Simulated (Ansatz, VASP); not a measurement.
One calculation of Sn, two programs

```
CELL_PARAMETERS angstrom
-1.89465 1.89465 2.17885
1.89465 -1.89465 2.17885
1.89465 1.89465 -2.17885
ATOMIC_POSITIONS crystal
Sn 0.00000 0.00000 0.00000
```

Change from the starting cell: strain +0.1500 x Voigt [0, 0, 1, 0, 0, 0], atoms carried along.

Alike in both runs: task single point; functional PBE; dispersion D3(BJ); k mesh 18 × 18 × 18; occupations gaussian, width 0.15 eV; no spin polarisation.

```csv
,VASP,Ansatz
version,VASP 6.6.1,Ansatz 0.2.0
potentials or method,"VASP PAW PBE potentials, release 64 (Sn_d), cutoff 520 eV","scalar-relativistic, plane waves, PAW"
valence electrons in the cell,14,14
```

```tsv
	VASP	Ansatz	Ansatz less VASP
gap on the k mesh at the Fermi level (eV)	none	none	-
pressure (GPa)	-4.4	-4.3	+0.03
traceless stress, the component that is largest in VASP (GPa)	0.35	0.35	0.000
```

A gap of «none» marks a metal or a gap that the smearing closes. Ansatz's warnings: dispersion switch in reach.
